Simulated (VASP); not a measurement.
Here is a VASP 6.6.1 calculation.

POSCAR

```
K2S
1.0
    0.0000000000      3.6954997636      3.6954997636
    3.6954997636      0.0000000000      3.6954997636
    3.6954997636      3.6954997636      0.0000000000
K S
2 1
Direct
    0.2500000000      0.2500000000      0.2500000000
    0.7500000000      0.7500000000      0.7500000000
    0.0000000000      0.0000000000      0.0000000000
```

The input INCAR.step1:

```
ALGO = Normal
EDIFF = 1E-5
ENCUT = 400
GGA = PE
GGA_COMPAT = False
ISIF = 2
ISMEAR = 0
LASPH = True
LREAL = False
LWAVE = True
NBANDS = 19
NELM = 120
PREC = Accurate
SIGMA = 0.05
```

File INCAR.step2:

```
AEXX = 0.35
ALGO = Normal
EDIFF = 1E-6
ENCUT = 400
GGA = PE
GGA_COMPAT = False
HFSCREEN = 0.5
ISIF = 2
ISMEAR = 0
ISTART = 1
LASPH = True
LCHARG = True
LELF = True
LHFCALC = True
LREAL = False
LVHAR = True
LWAVE = False
NBANDS = 19
NELM = 120
PREC = Accurate
PRECFOCK = Normal
SIGMA = 0.05
```

Contents of KPOINTS:

```
k-points
0
Gamma
  4 4 4
```

Potentials or basis: VASP PAW PBE potentials, release 64 (K_sv, S).

Command:

```sh
$ cat potpaw_PBE.64/K_sv/POTCAR potpaw_PBE.64/S/POTCAR > POTCAR
$ cp INCAR.step1 INCAR
$ mpirun -np 1 vasp_std > vasp.out
$ cp INCAR.step2 INCAR
$ mpirun -np 1 vasp_std > vasp.out
```

(1) Estimate the band gap on the k mesh.

(2) What does it give for the pressure?

## Answers

(1) 3.00 eV (least direct gap 3.19 eV).

(2) 0.3 GPa.

Caveat: the PAW data sets were made with another functional, which shifts forces and pressure a little.
